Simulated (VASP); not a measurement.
## MgO (de600): vibrations by perturbation theory with LDA

MgO (de600):

```
Mg O
1.0
     0.00000    2.08044    2.08044
     2.08044    0.00000    2.08044
     2.08044    2.08044    0.00000
Mg O
1 1
Direct
  0.00000 0.00000 0.00000
  0.50000 0.50000 0.50000
```

```yaml
Program: VASP 6.6.1
Task: vibrations by perturbation theory
Functional: LDA
Potentials_or_basis: VASP PAW LDA potentials, release 64 (Mg, O)
Cutoff: 520 eV
k_mesh: 8 × 8 × 8
Occupations: gaussian, width 0.01 eV
Spin: no spin polarisation
Dipole_correction: no
Further_INCAR_settings: ALGO = Normal; EDIFF = 1e-08; IBRION = 8; NSW = 1
```

| Property | Result |
| --- | --- |
| Electronic dielectric tensor (diagonal) | 3.11 |
| Born charges (mean of the diagonal) | Mg +1.95; O -1.95 e |
| Highest phonon frequency at Γ, LO-TO splitting left out | 413 cm⁻¹ |

Phonon frequencies in cm⁻¹ (negative: imaginary):
| q point | frequencies |
| --- | --- |
| (0.000, 0.000, 0.000) | 0 0 0 413 413 413 |

Electronic dielectric tensor:
```
3.11 0.00 0.00
0.00 3.11 0.00
0.00 0.00 3.11
```

Born effective charge tensors (e):
atom 1, Mg
```
1.95 0.00 0.00
0.00 1.95 0.00
0.00 0.00 1.95
```
atom 2, O
```
-1.95  0.00  0.00
 0.00 -1.95  0.00
 0.00  0.00 -1.95
```

Run time: 77 s on 1 thread of Intel(R) Xeon(R) Platinum 8259CL CPU @ 2.50GHz (Skylake/Cascade Lake) (shared host), peak memory 0.16 GiB.

Caveat: the cell wasn't relaxed at this level first, which shifts response properties.
